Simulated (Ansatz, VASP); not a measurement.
**One calculation of BeTe, two programs**

File INCAR:

```
SYSTEM = BeTe
  PREC = Accurate
  ENCUT = 600
  EDIFF = 1E-6
  ISMEAR = 1
  SIGMA = 0.001
  LREAL = .FALSE.
  LASPH = .TRUE.
  NELM = 120
  ALGO = Normal
  ISIF = 2
  LWAVE = .FALSE.
  LCHARG = .FALSE.
  GGA = PS
  NBANDS = 11
  GGA_COMPAT = .FALSE.
```

Contents of KPOINTS:

```
Automatic mesh
0
G
  8 8 8
  0 0 0
```

POSCAR

```
BeTe
1.0
    0.0000000000      2.8027859738      2.8027859738
    2.8027859738      0.0000000000      2.8027859738
    2.8027859738      2.8027859738      0.0000000000
Be Te
1 1
Direct
    0.0000000000      0.0000000000      0.0000000000
    0.7500000000      0.7500000000      0.7500000000
```

Input for Ansatz:

```yaml
crystal:
  lattice:
    - [0.0, 2.80278597383, 2.80278597383]
    - [2.80278597383, 0.0, 2.80278597383]
    - [2.80278597383, 2.80278597383, 0.0]
  atoms:
    - { symbol: Be, position: [0.0, 0.0, 0.0] }
    - { symbol: Te, position: [0.75, 0.75, 0.75] }
kpoints:
  mp_grid: { grid: [8, 8, 8] }
scf:
  occupations: { method: methfessel_paxton, width: 0.001 }
hamiltonian:
  xc: pbesol
  pseudopotentials: { kind: all_electron, lapw: { basis_error: 0.001 } }
output:
  forces: true
  stress: true
  eigenvalues: true
  eigenstates:
    nscf_kmesh: { grid: [12, 12, 12] }
    de_dk: true
    e_range: [-9, 11.83724815952]
  optics:
    e_range: [0, 20]
    de: 0.2
    sigma: 0.1
    bands: { spectra_wanted_up_to: 20 }
    nscf_kmesh: { grid: [12, 12, 12] }
checkpoint:
  write: ck
  write_wavefunctions: false
```

Alike in both runs: task single point; functional PBEsol; k mesh 8 × 8 × 8; occupations methfessel-paxton of order 1, width 0.001 eV; no spin polarisation.

|  | VASP | Ansatz |
| --- | --- | --- |
| version | VASP 6.6.1 | Ansatz 0.2.0 |
| potentials or method | VASP PAW PBE potentials, release 64 (Be, Te), cutoff 600 eV | all-electron LAPW, scalar-relativistic |

|  | VASP | Ansatz | Ansatz less VASP |
| --- | --- | --- | --- |
| gap on the k mesh at the Fermi level (eV) | 1.82 | 1.84 | +0.018 |
| pressure (GPa) | 0.2 | 0.0 | -0.26 |

VASP's potentials were made for PBE, not for PBEsol. Ansatz ran all-electron here, and VASP with PAW potentials.

Neither program's run includes spin-orbit coupling.
